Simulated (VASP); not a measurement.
# B12HN12 (a cell with a defect) in VASP: a series of runs, part 2 of 2

VASP 6.6.1. Earlier steps stand in the parts before.

### Step 4. Single point, PBE+D3(BJ)

The input, INCAR:

```
ALGO = Normal ; EDIFF = 1E-7
ENCUT = 520 ; GGA = PE
ISIF = 2 ; ISMEAR = 0
IVDW = 12 ; LASPH = True
LCHARG = True ; LELF = True
LREAL = Auto ; LVHAR = True
LWAVE = False ; NBANDS = 66
NELECT = 96.0 ; NELM = 80
PREC = Accurate ; SIGMA = 0.02
```

The input, KPOINTS:

```
Automatic mesh
0
Gamma
  2 2 2
  0.5 0.5 0.5
```

The input, POSCAR:

```
B12HN12
1.0
   -3.7615274009     -3.3394822066     -4.3376638254
    3.7615274009     -3.3394822066      4.3376638254
   -3.7615274009      3.3394822066      4.3376638254
B N H
12 12 1
Direct
    0.1677568005      0.7500779678      0.9171343604
    1.0003835802     -0.0097681867      0.0032341781
    0.3257546358      0.4912382120      0.8320197284
    0.8269436894      0.2508492023      0.0904775548
    0.6679871582      0.5022553532      0.1678119570
    0.1653161252      0.2483685450      0.4168258758
    0.4994068006      0.7499952950      0.2489008821
    0.3375077108      0.0034285052      0.3325295235
    1.0009074368      0.5021448783      0.5008385608
    0.8328440418      0.7492269845      0.5829496675
    0.6531640687     -0.0102013441      0.6564752984
    0.4980372491      0.2482874411      0.7496287952
    0.1688405798      0.0849522906      0.2496583971
    1.0006150831      0.3344021058      0.3338919266
    0.3360248613      0.8357940314      0.1663354698
    0.8346263387      0.5850762086      0.4170144679
    0.6659185870      0.8327425948      0.4992349853
    0.1662831309      0.5819706259      0.7503456979
    0.5016018822      0.0846531173      0.5827140314
    0.3282548517      0.3272933396      0.6656105297
    1.0004341528      0.8330962957      0.8333864760
    0.7889395107      0.0391173755      0.9168763444
    0.6671266162      0.3344465215      1.0003597759
    0.4984023236      0.5822009334      0.0822409979
    0.6324707189      0.8830193121     -0.0817462080
```

On the command line:

```
$ cat potpaw_PBE.64/B/POTCAR potpaw_PBE.64/N/POTCAR potpaw_PBE.64/H/POTCAR > POTCAR
$ mpirun -np 1 vasp_std > vasp.out
```

Wall time 2 min (1 thread of Intel Xeon Platinum 8375C at 2.90GHz (Ice Lake), shared host); peak memory 0.35 GiB.

Results (log left out):

```yaml
Free_energy: -220.8778 eV
Largest_force: 0.027 eV/Å
Dispersion_energy_per_atom: -0.140 eV
```

Forces in eV/Å, atoms in the order of the input:
```
B    0.001  0.002  0.000
B    0.000 -0.014  0.004
B   -0.002 -0.007  0.006
B   -0.002 -0.010 -0.003
B   -0.001  0.001  0.002
B    0.002  0.001 -0.001
B   -0.002  0.000 -0.001
B    0.001 -0.006  0.000
B    0.003  0.001  0.000
B    0.000  0.001 -0.001
B    0.000 -0.016  0.003
B   -0.002 -0.001  0.000
N    0.001  0.001  0.001
N    0.000  0.003 -0.001
N    0.000  0.002  0.002
N    0.000  0.001 -0.001
N   -0.003  0.000  0.000
N   -0.004  0.001  0.000
N   -0.002  0.001  0.002
N    0.000  0.001 -0.002
N    0.001  0.002 -0.002
N    0.002  0.002 -0.002
N    0.000  0.003 -0.002
N    0.002  0.005 -0.001
H    0.005  0.026 -0.002
```

Levels at points of the mesh, in eV from the Fermi level:
```csv
k point,band 45,band 46,band 47,band 48,band 49,band 50,band 51,band 52
"(0.25, 0.25, 0.25)",-1.46,-1.17,-1.13,-1.12,4.11,4.87,4.95,5.12
```

Caveat: the k points lie up to 0.63 Å⁻¹ apart; the cell carries a net charge on a neutralising background, which shifts energy and pressure; the cell is charged against a uniform background, so pressure and absolute levels hang on convention.

### Step 5. Single point, PBE+D3(BJ), collinear spin

The input, INCAR:

```
PREC     = Accurate       # precision mode
ENCUT    = 520            # plane-wave cutoff, eV
EDIFF    = 1E-6           # SCF threshold, eV
ISMEAR   = 0              # smearing method
SIGMA    = 0.01           # smearing width, eV
LREAL    = Auto         
LASPH    = T              # aspherical terms in the spheres
NELM     = 150            # most SCF steps
ALGO     = Normal         # electronic algorithm
ISIF     = 2              # what is computed and relaxed
LWAVE    = F              # write WAVECAR
LCHARG   = T              # write CHGCAR
ISPIN    = 2              # spin polarisation
MAGMOM   = 0.111 0 0 0 0 0.111 0.111 0.111 0 0 0 0 0 0 0 0.111 0.111 0.111 0 0 0 0 0 0.111 0.111 # initial moments
LORBIT   = 11             # projections on sites
GGA      = PE             # functional
IVDW     = 12             # dispersion correction
LELF     = T              # ELF
LVHAR    = T            
NBANDS   = 70             # bands
```

KPOINTS is that of step 4.

The input, POSCAR:

```
B12HN12
1.0
   -3.7615274048      3.3394821732      4.3376638236
    3.7615274048      3.3394821732     -4.3376638236
   -3.7615274048     -3.3394821732     -4.3376638236
B N H
12 12 1
Direct
    0.4899443667      0.2441885930      0.7512663085
    0.3228781600      0.9929200781      0.3332771963
    0.6662397034      1.0047131839      0.6685502689
    0.5019531113      0.7561064160      0.2500108395
    0.8314133642      0.2530138292      0.0848377969
    0.3310044328      0.5019075301      0.8341284773
    0.8086489018      0.7299036233      0.5844750980
    0.1561447888      0.2441832763      0.4174765915
    0.6673548916      0.5055755283      0.1666541235
    0.9994259770      1.0047472000      1.0017104793
    1.0021037550      0.5055260060      0.5014590203
    0.1692997030      0.7560877822      0.9173775774
    0.4959877261      0.9166874867      0.4177327390
    0.3363845975      0.6738734459      0.0007123435
    0.6710899251      0.6765950175      0.3309069846
    0.4952839096      0.4163951701      0.9168596397
    0.8387686077      0.9293525737      0.7538208902
    0.3149678482      0.1519547600      0.5002235244
    0.8322945589      0.4204656712      0.2514089068
    0.1622183019      0.9167209802      0.0839365979
    0.6636036502      0.1690439048      0.8349229902
    1.0088385939      0.6765205848      0.6687335270
    0.9973780001      0.1690683429      0.1686769647
    0.1627368518      0.4163668933      0.5843421270
    0.6084346444      0.5283859186      0.5830242112
```

Potentials or basis: VASP PAW PBE potentials, release 64 (B, N, H).

On the command line:

```
$ cat potpaw_PBE.64/B/POTCAR potpaw_PBE.64/N/POTCAR potpaw_PBE.64/H/POTCAR > POTCAR
$ mpirun -np 1 vasp_std > vasp.out
```

OUTCAR:

```text
PREC = Accurate
   ENCUT = 520
   EDIFF = 1E-6
   ISMEAR = 0
   LREAL = Auto
   LASPH = T
   NELM = 150
   ISIF = 2
   ISPIN = 2
   LORBIT = 11
   GGA = PE
   IVDW = 12
 IVDW          = 12

 ion  position               nearest neighbor table
   1  0.490  0.244  0.751-  21 1.44  16 1.44  18 1.45
   2  0.323  0.993  0.333-  13 1.45  20 1.45  18 1.45
   3  0.666  0.005  0.669-  17 1.44  21 1.45  13 1.45
   4  0.502  0.756  0.250-  15 1.44  14 1.44  13 1.45
   5  0.831  0.253  0.085-  19 1.45  23 1.45  21 1.45
   6  0.331  0.502  0.834-  24 1.45  16 1.45  14 1.45
   7  0.809  0.730  0.584-  25 1.34  22 1.48  15 1.48  17 1.48
   8  0.156  0.244  0.417-  23 1.44  24 1.44  18 1.45
   9  0.667  0.506  0.167-  15 1.44  16 1.45  19 1.45
  10  0.999  0.005  0.002-  17 1.44  23 1.45  20 1.45
  11  0.002  0.506  0.501-  22 1.44  24 1.45  19 1.45
  12  0.169  0.756  0.917-  22 1.44  14 1.44  20 1.45
  13  0.496  0.917  0.418-   2 1.45   4 1.45   3 1.45
[... 9 lines left out ...]
  23  0.997  0.169  0.169-   8 1.44  10 1.45   5 1.45
  24  0.163  0.416  0.584-   8 1.44   6 1.45  11 1.45
  25  0.608  0.528  0.583-   7 1.34

  LATTYP: Found a body centered orthorhombic cell.
[... 753 lines left out ...]
  external pressure =       15.68 kB  Pullay stress =        0.00 kB

 VOLUME and BASIS-vectors are now :
 -----------------------------------------------------------------------------
  energy-cutoff  :      520.00
  volume of cell :      217.95
      direct lattice vectors                 reciprocal lattice vectors
    -3.761527405  3.339482173  4.337663824    -0.132924726  0.149723812  0.000000000
     3.761527405  3.339482173 -4.337663824     0.000000000  0.149723812 -0.115269422
    -3.761527405 -3.339482173 -4.337663824    -0.132924726  0.000000000 -0.115269422

 POSITION                                       TOTAL-FORCE (eV/Angst)
 -----------------------------------------------------------------------------------
     -3.75033     -0.05722     -2.19273         0.000166     -0.002024      0.000043
      1.26675      3.28111     -4.35206        -0.000035     -0.001503      0.001169
     -5.00312      0.00802     -0.03047         0.000311      0.002625      0.001315
      0.01558      3.36636     -2.18689        -0.002402      0.000987     -0.002710
     -2.49479      3.33811      2.14090         0.000870     -0.001961      0.001556
     -2.49474     -0.00406     -4.35949        -0.000220     -0.001559      0.000985
[... 17 lines left out ...]
     -1.24398     -0.01749     -3.63484        -0.000368      0.000502     -0.001137
     -2.49417      1.84939     -2.18174        -0.000382     -0.000496     -0.000140
 -----------------------------------------------------------------------------------
    total drift:                                0.002046      0.001451     -0.007066

  FREE ENERGIE OF THE ION-ELECTRON SYSTEM (eV)
  ---------------------------------------------------
  free  energy   TOTEN  =      -215.2789993032 eV

  energy  without entropy=     -215.2789993032  energy(sigma->0) =     -215.27899930

 total charge

# of ion       s       p       d       tot
------------------------------------------
    1        0.744   1.426   0.000   2.170
    2        0.743   1.426   0.000   2.170
    3        0.744   1.431   0.000   2.175
    4        0.746   1.435   0.000   2.180
    5        0.744   1.425   0.000   2.169
    6        0.744   1.428   0.000   2.172
[... 17 lines left out ...]
   24        1.227   2.797   0.000   4.024
   25        0.513   0.017   0.000   0.530
--------------------------------------------------
tot         24.146  50.642   0.000  74.788

 magnetization (x)

# of ion       s       p       d       tot
------------------------------------------
    1       -0.000  -0.001   0.000  -0.001
    2       -0.000   0.003   0.000   0.003
    3       -0.001   0.001   0.000   0.000
    4       -0.001  -0.000   0.000  -0.001
    5       -0.000   0.002   0.000   0.002
    6        0.000   0.001   0.000   0.001
[... 17 lines left out ...]
   24        0.000   0.004   0.000   0.005
   25        0.211   0.002   0.000   0.213
--------------------------------------------------
tot          0.225   0.430   0.000   0.655
```

OSZICAR:

```text
N       E                     dE             d eps       ncg     rms          rms(c)
DAV:   1     0.457947974563E+03    0.45795E+03   -0.49347E+04  1120   0.130E+03
DAV:   2    -0.192538253573E+03   -0.65049E+03   -0.61596E+03  1396   0.305E+02
DAV:   3    -0.231739031907E+03   -0.39201E+02   -0.38851E+02  1400   0.761E+01
DAV:   4    -0.232348929022E+03   -0.60990E+00   -0.60894E+00  1400   0.101E+01
DAV:   5    -0.232361415705E+03   -0.12487E-01   -0.12478E-01  1384   0.139E+00    0.273E+01
DAV:   6    -0.213947043059E+03    0.18414E+02   -0.48673E+01  1288   0.239E+01    0.124E+01
DAV:   7    -0.212266305639E+03    0.16807E+01   -0.30834E+00  1320   0.638E+00    0.766E+00
DAV:   8    -0.211800152421E+03    0.46615E+00   -0.15959E+00  1328   0.427E+00    0.127E+00
DAV:   9    -0.211798308911E+03    0.18435E-02   -0.72439E-02  1320   0.109E+00    0.640E-01
DAV:  10    -0.211800625321E+03   -0.23164E-02   -0.90519E-03  1376   0.345E-01    0.332E-01
DAV:  11    -0.211802877543E+03   -0.22522E-02   -0.21765E-03  1280   0.190E-01    0.800E-02
DAV:  12    -0.211803221452E+03   -0.34391E-03   -0.35145E-04  1360   0.795E-02    0.514E-02
DAV:  13    -0.211803317360E+03   -0.95908E-04   -0.74360E-05  1288   0.377E-02    0.270E-02
DAV:  14    -0.211803343858E+03   -0.26497E-04   -0.23209E-05  1336   0.197E-02    0.104E-02
DAV:  15    -0.211803348928E+03   -0.50700E-05   -0.47065E-06  1224   0.905E-03    0.365E-03
DAV:  16    -0.211803349572E+03   -0.64482E-06   -0.53986E-07   960   0.329E-03
   1 F= -.21527900E+03 E0= -.21527900E+03  d E =-.316606E-44  mag=     1.0000
```

stdout:

```text
POSCAR found type information on POSCAR B N H
 POSCAR found :  3 types and      25 ions
 scaLAPACK will be used
 LDA part: xc-table for (Slater+PW92), standard interpolation
 POSCAR, INCAR and KPOINTS ok, starting setup
 FFT: planning ... GRIDC
 FFT: planning ... GRID_SOFT
 FFT: planning ... GRID
 WAVECAR not read
 entering main loop
```

Wall time 7.6 min (1 thread of Oxide Virtual Turin-like, shared host); peak memory 0.43 GiB.

Results:

```
Free energy                                           : -215.2790 eV
Pressure                                              : 1.6 GPa
Largest force                                         : 0.006 eV/Å
Band gap on the k mesh                                : 0.40 eV
Net moment                                            : 1.00 μB per cell
Site moments                                          : B -0.00, +0.00, +0.03; N +0.02, +0.01, +0.09, +0.06; H +0.21 μB
Valence electrons inside the program's atomic spheres : B 2.17, 2.18; N 4.01, 4.03, 4.00, 4.02; H 0.53
Dispersion energy per atom                            : -0.139 eV
```

Forces in eV/Å, atoms in the order of the input:
```
B    0.000 -0.002  0.000
B    0.000 -0.002  0.001
B    0.000  0.003  0.001
B   -0.002  0.001 -0.003
B    0.001 -0.002  0.002
B    0.000 -0.002  0.001
B    0.001  0.002 -0.002
B   -0.002 -0.001  0.002
B    0.000  0.001 -0.001
B    0.001  0.001  0.002
B    0.002  0.003 -0.001
B    0.000  0.001 -0.004
N   -0.001 -0.001  0.001
N   -0.001  0.001  0.001
N    0.004 -0.004  0.001
N    0.000  0.001 -0.001
N    0.000 -0.003 -0.003
N    0.001  0.002  0.002
N    0.001 -0.001  0.000
N    0.001 -0.001  0.001
N    0.000  0.002  0.000
N   -0.004 -0.003  0.001
N    0.000  0.001  0.001
N    0.000  0.001 -0.001
H    0.000  0.000  0.000
```

Stress tensor (GPa, compression positive):
```
 1.87  0.00  0.00
 0.00  0.89 -0.03
 0.00 -0.03  1.95
```

Levels at points of the mesh, in eV from the valence-band top:
Spin up:
```tsv
k point	band 46	band 47	band 48	band 49	band 50	band 51	band 52	band 53
(0.25, 0.25, 0.25)	-2.19	-2.17	-2.13	0.00	3.98	4.04	4.08	4.50
```
Spin down:
```tsv
k point	band 45	band 46	band 47	band 48	band 49	band 50	band 51	band 52
(0.25, 0.25, 0.25)	-2.21	-2.12	-2.09	-1.98	0.84	4.01	4.07	4.12
```

Caveat: the k points lie up to 0.63 Å⁻¹ apart.
